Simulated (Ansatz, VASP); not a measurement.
## One calculation of ZnSe, two programs

The input INCAR:

```
SYSTEM = ZnSe
PREC = Accurate
ENCUT = 520
EDIFF = 1E-6
ISMEAR = 0
SIGMA = 0.05
LREAL = .FALSE.
LASPH = .TRUE.
NELM = 100
ALGO = Normal
ISIF = 2
LWAVE = .FALSE.
LCHARG = .TRUE.
GGA = CA
LELF = .TRUE.
LVHAR = .TRUE.
NBANDS = 16
```

Contents of KPOINTS:

```
regular mesh
0
G
  10 10 10
  0 0 0
```

POSCAR

```
ZnSe
1.0
    0.0000000000      2.7836096611      2.7836096611
    2.7836096611      0.0000000000      2.7836096611
    2.7836096611      2.7836096611      0.0000000000
Zn Se
1 1
Direct
    0.0000000000      0.0000000000      0.0000000000
    0.7500000000      0.7500000000      0.7500000000
```

Input for Ansatz:

```yaml
crystal:
  lattice:
    - [0.0, 2.7836096611, 2.7836096611]
    - [2.7836096611, 0.0, 2.7836096611]
    - [2.7836096611, 2.7836096611, 0.0]
  atoms:
    - { symbol: Zn, position: [0.0, 0.0, 0.0] }
    - { symbol: Se, position: [0.75, 0.75, 0.75] }
basis:
  ecutwfc: 520.0
kpoints:
  mp_grid: { grid: [10, 10, 10] }
hamiltonian:
  xc: lda
  pseudopotentials: { kind: paw, azcp: { folder: soft_1 } }
scf:
  occupations: { method: gaussian, width: 0.05 }
output:
  forces: true
  stress: true
  eigenvalues: true
  write_density: true
  write_potential: true
  elf: true
  volumetric_format: npy
```

Alike in both runs: task single point; functional LDA; k mesh 10 × 10 × 10; occupations gaussian, width 0.05 eV; no spin polarisation.

|  | VASP | Ansatz |
| --- | --- | --- |
| version | VASP 6.6.1 | Ansatz 0.2.0 |
| potentials or method | VASP PAW LDA potentials, release 64 (Zn, Se), cutoff 520 eV | scalar-relativistic, plane waves, PAW |
| valence electrons in the cell | 18 | 28 |

```tsv
	VASP	Ansatz	Ansatz less VASP
gap on the k mesh at the Fermi level (eV)	1.29	1.25	-0.043
least direct gap on the mesh (eV)	1.29	1.25	-0.043
pressure (GPa)	0.4	0.0	-0.38
```

Ansatz warns that its potentials were made for another functional, while VASP's fit it. LDA's correlation is that of Perdew and Zunger in VASP and of Perdew and Wang (1992) in Ansatz. VASP's potentials hold 18 valence electrons a cell and Ansatz's 28, so a difference there can come from the potentials and not from the codes.
